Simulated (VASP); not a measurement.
# Cu (I4/mmm) in VASP: notebook

Cu is run at these levels: PBE; tasks: single point.

Program: VASP 6.6.1. These are calculated values, not measurements. Logs are shortened: lines on timing, memory, paths and dates and some standing lists are left out, and cuts for length are marked.

## (1) The cell of the first run

The structure is tetragonal, space group I4/mmm (No. 139). Conventional cell: a = 2.947 Å, b = 2.947 Å, c = 2.626 Å, α = 90.00°, β = 90.00°, γ = 90.00°. Within 3.3 Å of Cu (site symmetry 4/mmm) lie 14 Cu at 2.46 to 2.95 Å.

## (2) Single point, PBE

The input, INCAR:

```
  PREC = Accurate
  ENCUT = 520
  EDIFF = 1E-6
  ISMEAR = 0
  SIGMA = 0.15
  LREAL = False
  LASPH = True
  NELM = 100
  ALGO = Normal
  ISIF = 2
  LWAVE = False
  LCHARG = False
  GGA = PE
  NBANDS = 12
```

The input, KPOINTS:

```
Automatic mesh
0
Gamma
  22 22 22
```

The input, POSCAR:

```
Cu
1.0
   -1.4732621059      1.4732621059      1.3129000000
    1.4732621059     -1.4732621059      1.3129000000
    1.4732621059      1.4732621059     -1.3129000000
Cu
1
Direct
    0.0000000000      0.0000000000      0.0000000000
```

Potentials or basis: VASP PAW PBE potentials, release 64 (Cu).

Started as:

```console
$ cat potpaw_PBE.64/Cu/POTCAR > POTCAR
$ mpirun -np 1 vasp_std > vasp.out
```

OUTCAR:

```text
PREC = Accurate
   ENCUT = 520
   EDIFF = 1E-6
   ISMEAR = 0
   LREAL = False
   LASPH = True
   NELM = 100
   ISIF = 2
   GGA = PE

 ion  position               nearest neighbor table
   1  0.000  0.000  0.000-

  LATTYP: Found a body centered tetragonal cell.
 ALAT       =     2.9465242118
 C/A-ratio  =     0.8911516795

  Lattice vectors:

 A1 = (  -1.4732621059,   1.4732621059,   1.3129000000)
 A2 = (   1.4732621059,  -1.4732621059,   1.3129000000)
 A3 = (   1.4732621059,   1.4732621059,  -1.3129000000)

Analysis of symmetry for initial positions (statically):
=====================================================================
 Subroutine PRICEL returns:
 Original cell was already a primitive cell.

 Routine SETGRP: Setting up the symmetry group for a
 body centered tetragonal supercell.

 Subroutine GETGRP returns: Found 16 space group operations
 (whereof 16 operations were pure point group operations)
 out of a pool of 16 trial point group operations.

The static configuration has the point symmetry D_4h.

Analysis of symmetry for dynamics (positions and initial velocities):
=====================================================================
 Subroutine PRICEL returns:
 Original cell was already a primitive cell.

 Routine SETGRP: Setting up the symmetry group for a
 body centered tetragonal supercell.

 Subroutine GETGRP returns: Found 16 space group operations
 (whereof 16 operations were pure point group operations)
 out of a pool of 16 trial point group operations.

The dynamic configuration has the point symmetry D_4h.

 Subroutine INISYM returns: Found 16 space group operations
 (whereof 16 operations are pure point group operations),
 and found     1 'primitive' translations

----------------------------------------------------------------------------------------

                                     Primitive cell

  volume of cell :      11.3986

  direct lattice vectors                    reciprocal lattice vectors
    -1.473262106  1.473262106  1.312900000     0.000000000  0.339382923  0.380836317
     1.473262106 -1.473262106  1.312900000     0.339382923  0.000000000  0.380836317
     1.473262106  1.473262106 -1.312900000     0.339382923  0.339382923  0.000000000

  length of vectors
     2.462662964  2.462662964  2.462662964     0.510114760  0.510114760  0.479959933

  position of ions in fractional coordinates (direct lattice)
     0.000000000  0.000000000  0.000000000

  ion indices of the primitive-cell ions
   primitive index   ion index
                 1           1

----------------------------------------------------------------------------------------

 KPOINTS: Automatic mesh

Automatic generation of k-mesh.
 Grid dimensions read from file:
 generate k-points for:   22   22   22

 Generating k-lattice:

  Cartesian coordinates                     Fractional coordinates (reciprocal lattice)
     0.000000000  0.015426497  0.017310742     0.045454545  0.000000000 -0.000000000
     0.015426497  0.000000000  0.017310742     0.000000000  0.045454545 -0.000000000
     0.015426497  0.015426497  0.000000000     0.000000000  0.000000000  0.045454545

  Length of vectors
     0.023187035  0.023187035  0.021816361

  Shift w.r.t. Gamma in fractional coordinates (k-lattice)
     0.000000000  0.000000000  0.000000000

 Subroutine IBZKPT returns following result:
 ===========================================

 Found    834 irreducible k-points:

 Following reciprocal coordinates:
            Coordinates               Weight
  0.000000  0.000000  0.000000      1.000000
  0.045455 -0.000000  0.000000      8.000000
  0.090909 -0.000000  0.000000      8.000000
  0.136364 -0.000000  0.000000      8.000000
  0.181818  0.000000  0.000000      8.000000
  0.227273 -0.000000  0.000000      8.000000
[... 16 lines left out ...]
  0.500000  0.045455 -0.000000     16.000000
 -0.454545  0.045455 -0.000000     16.000000
 [... further k-points ...]
   k-points           NKPTS =    834   k-points in BZ     NKDIM =    834   number of bands    NBANDS=     12
   number of dos      NEDOS =    301   number of ions     NIONS =      1
   total plane-waves  NPLWV =   5832
   dimension x,y,z NGX =    18 NGY =   18 NGZ =   18
   dimension x,y,z NGXF=    36 NGYF=   36 NGZF=   36
   ions per type =               1
   NGX,Y,Z   is equivalent  to a cutoff of  12.15, 12.15, 12.15 a.u.
   NGXF,Y,Z  is equivalent  to a cutoff of  24.30, 24.30, 24.30 a.u.
 SYSTEM =  unknown system
   PREC   = accura    normal or accurate (medium, high low for compatibility)
   ISTART =      0    job   : 0-new  1-cont  2-samecut
   ICHARG =      2    charge: 1-file 2-atom 10-const
   ISPIN  =      1    spin polarized calculation?
   LNONCOLLINEAR =      F non collinear calculations
   LSORBIT =      F    spin-orbit coupling
   LASPH  =      T    aspherical Exc in radial PAW
   ENCUT  =  520.0 eV  38.22 Ry    6.18 a.u.   4.58  4.58  4.58*2*pi/ulx,y,z
   NELM   =    100;   NELMIN=  2; NELMDL= -5     # of ELM steps
   EDIFF  = 0.1E-05   stopping-criterion for ELM
   LREAL  =      F    real-space projection
   EDIFFG = 0.1E-04   stopping-criterion for IOM
   NSW    =      0    number of steps for IOM
   IBRION =     -1    ionic relax: 0-MD 1-quasi-New 2-CG
   NFREE  =      0    steps in history (QN), initial steepest desc. (CG)
   ISIF   =      2    stress and relaxation
   ISYM   =      2    0-nonsym 1-usesym 2-fastsym
   POTIM  = 0.5000    time-step for ionic-motion
   TEBEG  =    0.0;   TEEND  =   0.0 temperature during run
   PSTRESS=    0.0 pullay stress
   NELECT =      11.0000    total number of electrons
   NUPDOWN=      -1.0000    fix difference up-down
   EMIN   =  10.00;   EMAX   =-10.00  energy-range for DOS
   EFERMI =   0.00;   METHOD = LEGACY
   ISMEAR =     0;   SIGMA  =   0.15  broadening in eV -4-tet -1-fermi 0-gaus
   EFERMI_NEDOS =   21; number of points for ismear=-14 and -15
   IALGO  =     38    algorithm
   IMIX   =      4    mixing-type and parameters
     AMIX     =   0.40;   BMIX     =  1.00
     AMIX_MAG =   1.60;   BMIX_MAG =  1.00
  volume/ion in A,a.u.               =      11.40        76.92
  Fermi-wavevector in a.u.,A,eV,Ry     =   1.617789  3.057178 35.609722  2.617241
  Thomas-Fermi vector in A             =   2.712157
   LORBIT       =      0    0 simple, 1 ext, 2 COOP (PROOUT), +10 PAW based schemes
   GGA     = PE    functional components
   LHFCALC =     F    Hartree Fock is set to
   AEXX    =    0.0000 exact exchange contribution
   IVDW    =     0    specifies the selected vdW correction
   LEPSILON=     F    determine dielectric tensor
   LRPA    =     F    only Hartree local field effects (RPA)
 non-spin polarized calculation
 Gauss-broadening in eV      SIGMA  =   0.15
  energy-cutoff  :      520.00
  volume of cell :       11.40
 maximum number of plane-waves:       322
   NGX =  9   NGY =  9   NGZ =  9

 number of electron      11.0000020 magnetization

 Free energy of the ion-electron system (eV)
  ---------------------------------------------------
  ext. energy  EPLUGINS =         0.00000000
  ---------------------------------------------------
  free energy    TOTEN  =        -3.67337584 eV

  energy without entropy =       -3.66877423  energy(sigma->0) =       -3.67107503

 E-fermi :   8.0568     XC(G=0): -12.9326

 val. band max:        8.0541649300   @ k =   0.5000   0.2727   0.0455
 cond. band min:       8.0591141292   @ k =   0.5000   0.1818   0.0909
 fundamental gap:      0.0049491992
 Fermi energy:         8.0567937961

 k-point     1 :       0.0000    0.0000    0.0000
  band No.  band energies     occupation
      1      -1.5856      2.00000
      2       4.5211      2.00000
      3       5.0191      2.00000
      4       5.0191      2.00000
      5       5.5435      2.00000
      6       6.0806      2.00000
      7      31.9077      0.00000
      8      31.9077      0.00000
      9      35.4926      0.00000
     10      35.9600      0.00000
     11      36.3424      0.00000
     12      37.3098      0.00000

 k-point     2 :       0.0455   -0.0000    0.0000
  band No.  band energies     occupation
      1      -1.4999      2.00000
      2       4.5326      2.00000
      3       5.0139      2.00000
      4       5.0211      2.00000
      5       5.5498      2.00000
      6       6.0664      2.00000
      7      31.5873      0.00000
      8      31.6413      0.00000
      9      34.5075      0.00000
     10      35.7355      0.00000
     11      36.3456      0.00000
     12      36.5154      0.00000

 k-point     3 :       0.0909   -0.0000    0.0000
  band No.  band energies     occupation
      1      -1.2447      2.00000
      2       4.5510      2.00000
      3       4.9940      2.00000
      4       5.0436      2.00000
      5       5.5724      2.00000
      6       6.0283      2.00000
      7      30.6847      0.00000
      8      31.0188      0.00000
      9      32.3444      0.00000
     10      34.5999      0.00000
     11      35.6038      0.00000
     12      36.5009      0.00000

 k-point     4 :       0.1364   -0.0000    0.0000
  band No.  band energies     occupation
      1      -0.8267      2.00000
      2       4.5371      2.00000
      3       4.9523      2.00000
      4       5.1259      2.00000
      5       5.6178      2.00000
      6       5.9778      2.00000
      7      28.9662      0.00000
      8      30.2602      0.00000
      9      30.5151      0.00000
     10      33.2759      0.00000
     11      34.6959      0.00000
     12      36.8809      0.00000

 k-point     5 :       0.1818    0.0000    0.0000
  band No.  band energies     occupation
      1      -0.2596      2.00000
      2       4.4721      2.00000
      3       4.8912      2.00000
      4       5.2860      2.00000
      5       5.6890      2.00000
      6       5.9279      2.00000
      7      26.5623      0.00000
      8      29.2914      0.00000
      9      29.4425      0.00000
     10      32.0743      0.00000
     11      33.9134      0.00000
     12      37.4414      0.00000
[... 228 lines left out ...]
      1       2.8123      2.00000
      2       3.9381      2.00000
      3       5.7429      2.00000
      4       6.1399      2.00000
      5       6.3775      2.00000
      6       7.2305      2.00000
      7      14.3384      0.00000
      8      24.5640      0.00000
      9      25.1541      0.00000
     10      29.5806      0.00000
     11      32.5212      0.00000
     12      40.1627      0.00000

 k-point    22 :       0.4545    0.0455    0.0000
  band No.  band energies     occupation
      1       2.8613      2.00000
      2       3.9065      2.00000
      3       5.7758      2.00000
      4       6.1904      2.00000
      5       6.4955      2.00000
      6       7.8839      1.89699
      7      13.2360      0.00000
      8      24.2375      0.00000
      9      24.9832      0.00000
     10      29.5247      0.00000
     11      32.5451      0.00000
     12      40.8248      0.00000

 k-point    23 :       0.5000    0.0455   -0.0000
  band No.  band energies     occupation
      1       2.8579      2.00000
      2       3.9088      2.00000
      3       5.7975      2.00000
      4       6.1598      2.00000
      5       6.4898      2.00000
      6       7.8362      1.96249
      7      13.3145      0.00000
      8      24.1154      0.00000
      9      25.0421      0.00000
     10      29.5601      0.00000
     11      32.6204      0.00000
     12      41.4066      0.00000

 k-point    24 :      -0.4545    0.0455   -0.0000
  band No.  band energies     occupation
      1       2.7995      2.00000
      2       3.9444      2.00000
      3       5.8147      2.00000
      4       6.0361      2.00000
      5       6.3482      2.00000
      6       7.1639      2.00000
      7      14.5184      0.00000
      8      24.1993      0.00000
      9      25.3256      0.00000
     10      29.6862      0.00000
     11      32.7506      0.00000
     12      41.8080      0.00000

 [... further k-points ...]

------------------------ aborting loop because EDIFF is reached ----------------------------------------

  FORCE on cell =-STRESS in cart. coord.  units (eV):
  Direction    XX          YY          ZZ          XY          YZ          ZX
  --------------------------------------------------------------------------------------
  -------------------------------------------------------------------------------------
  Total        0.6018857      0.6018857      0.7382601      0.0000000     -0.0000000      0.0000000
  in kB       84.6004967     84.6004967    103.7691613      0.0000000     -0.0000000      0.0000000
  external PRESSURE =      90.9900516 kB  Pullay stress =       0.0000000 kB

 VOLUME and BASIS-vectors are now :
 -----------------------------------------------------------------------------
  energy-cutoff  :      520.00
  volume of cell :       11.40
      direct lattice vectors                 reciprocal lattice vectors
    -1.473262106  1.473262106  1.312900000     0.000000000  0.339382923  0.380836317
     1.473262106 -1.473262106  1.312900000     0.339382923  0.000000000  0.380836317
     1.473262106  1.473262106 -1.312900000     0.339382923  0.339382923  0.000000000

 POSITION                                       TOTAL-FORCE (eV/Angst)
 -----------------------------------------------------------------------------------
      0.00000      0.00000      0.00000        -0.000000      0.000000      0.000000
 -----------------------------------------------------------------------------------
    total drift:                                0.000000      0.000000      0.000000

  FREE ENERGIE OF THE ION-ELECTRON SYSTEM (eV)
  ---------------------------------------------------
  free  energy   TOTEN  =        -3.6733758377 eV

  energy  without entropy=       -3.6687742285  energy(sigma->0) =       -3.67107503
```

Wall time 2 min (1 thread of Intel Xeon 8259CL, shared host); peak memory 0.21 GiB.

Results:

- Free energy: -3.6734 eV
- Pressure: 9.1 GPa
- Band gap on the k mesh: zero (an odd number of electrons rules out a gap without spin polarisation)

Caveat: the cell stands under pressure.

## (3) Single point, PBE

This run uses another cell than the first one, of 11.60 Å³/atom.

The input, INCAR:

```
SYSTEM = Cu
ALGO = Fast
EDIFF = 1E-6
ENCUT = 520
GGA = PE
ISIF = 2
ISMEAR = 0
LASPH = .True.
LCHARG = .False.
LREAL = .False.
LWAVE = .False.
NBANDS = 12
NELM = 80
PREC = Accurate
SIGMA = 0.15
```

The input, KPOINTS:

```
k-points
0
Gamma
  22 22 22
  0 0 0
```

The input, POSCAR:

```
Cu
1.0
   -1.4732621059      1.4732621059      1.3359000000
    1.4732621059     -1.4732621059      1.3359000000
    1.4732621059      1.4732621059     -1.3359000000
Cu
1
Direct
    0.0000000000      0.0000000000      0.0000000000
```

Potentials or basis: VASP PAW PBE potentials, release 64 (Cu).

Started as:

```console
$ cat potpaw_PBE.64/Cu/POTCAR > POTCAR
$ mpirun -np 1 vasp_std > vasp.out
```

OUTCAR:

```text
SYSTEM = Cu
   EDIFF = 1E-6
   ENCUT = 520
   GGA = PE
   ISIF = 2
   ISMEAR = 0
   LASPH = .True.
   LREAL = .False.
   NELM = 80
   PREC = Accurate

 ion  position               nearest neighbor table
   1  0.000  0.000  0.000-

  LATTYP: Found a body centered tetragonal cell.
 ALAT       =     2.9465242118
 C/A-ratio  =     0.9067632940

  Lattice vectors:

 A1 = (  -1.4732621059,   1.4732621059,   1.3359000000)
[... 538 lines left out ...]
      9      25.0344      0.00000
     10      29.3520      0.00000
     11      32.3249      0.00000
     12      41.5145      0.00000

 [... further k-points ...]

------------------------ aborting loop because EDIFF is reached ----------------------------------------

  FORCE on cell =-STRESS in cart. coord.  units (eV):
  Direction    XX          YY          ZZ          XY          YZ          ZX
  --------------------------------------------------------------------------------------
  -------------------------------------------------------------------------------------
  Total        0.4274293      0.4274293      0.5131244      0.0000000     -0.0000000      0.0000000
  in kB       59.0446909     59.0446909     70.8825365      0.0000000     -0.0000000      0.0000000
  external PRESSURE =      62.9906395 kB  Pullay stress =       0.0000000 kB

 VOLUME and BASIS-vectors are now :
 -----------------------------------------------------------------------------
  energy-cutoff  :      520.00
  volume of cell :       11.60
      direct lattice vectors                 reciprocal lattice vectors
    -1.473262106  1.473262106  1.335900000     0.000000000  0.339382923  0.374279512
     1.473262106 -1.473262106  1.335900000     0.339382923  0.000000000  0.374279512
     1.473262106  1.473262106 -1.335900000     0.339382923  0.339382923  0.000000000

 POSITION                                       TOTAL-FORCE (eV/Angst)
 -----------------------------------------------------------------------------------
      0.00000      0.00000      0.00000        -0.000000     -0.000000     -0.000000
 -----------------------------------------------------------------------------------
    total drift:                                0.000000      0.000000      0.000000

  FREE ENERGIE OF THE ION-ELECTRON SYSTEM (eV)
  ---------------------------------------------------
  free  energy   TOTEN  =        -3.6841414572 eV

  energy  without entropy=       -3.6795582578  energy(sigma->0) =       -3.68184986
```

OSZICAR:

```text
N       E                     dE             d eps       ncg     rms          rms(c)
DAV:   1     0.426854096851E+02    0.42685E+02   -0.54071E+03 22180   0.154E+03
DAV:   2    -0.326656215616E+01   -0.45952E+02   -0.42457E+02 20740   0.205E+02
DAV:   3    -0.458375676119E+01   -0.13172E+01   -0.13097E+01 23216   0.396E+01
DAV:   4    -0.459172377657E+01   -0.79670E-02   -0.79658E-02 22528   0.273E+00
DAV:   5    -0.459179875181E+01   -0.74975E-04   -0.74975E-04 23340   0.268E-01    0.764E+00
RMM:   6    -0.401191127957E+01    0.57989E+00   -0.29866E+00 25065   0.321E+01    0.422E+00
RMM:   7    -0.369983495524E+01    0.31208E+00   -0.41907E-01 24845   0.117E+01    0.106E+00
RMM:   8    -0.368605264501E+01    0.13782E-01   -0.13321E-02 25690   0.116E+00    0.359E-01
RMM:   9    -0.368403940602E+01    0.20132E-02   -0.43177E-03 25932   0.128E+00    0.272E-02
RMM:  10    -0.368413762250E+01   -0.98216E-04   -0.59919E-04 26943   0.286E-01    0.191E-02
RMM:  11    -0.368413939626E+01   -0.17738E-05   -0.87637E-05 26729   0.153E-01    0.185E-02
RMM:  12    -0.368414095953E+01   -0.15633E-05   -0.30102E-05 28196   0.634E-02    0.463E-03
RMM:  13    -0.368414145725E+01   -0.49772E-06   -0.45860E-06 21175   0.215E-02
   1 F= -.36841415E+01 E0= -.36818499E+01  d E =-.458320E-02
```

stdout:

```text
POSCAR found type information on POSCAR Cu
 POSCAR found :  1 types and       1 ions
 scaLAPACK will be used
 LDA part: xc-table for (Slater+PW92), standard interpolation
 POSCAR, INCAR and KPOINTS ok, starting setup
 FFT: planning ... GRIDC
 FFT: planning ... GRID_SOFT
 FFT: planning ... GRID
 WAVECAR not read
 entering main loop
WARNING in EDDRMM: call to ZHEGV failed, returncode =   6  3      9
WARNING in EDDRMM: call to ZHEGV failed, returncode =   6  3     10
```

Wall time 2.4 min (1 thread of Intel Xeon 8259CL, shared host); peak memory 0.22 GiB.

What came out:

```yaml
Free_energy: -3.6841 eV
Pressure: 6.3 GPa
Band_gap_on_the_k_mesh: zero (an odd number of electrons rules out a gap without spin polarisation)
```

Caveat: the cell stands under pressure.
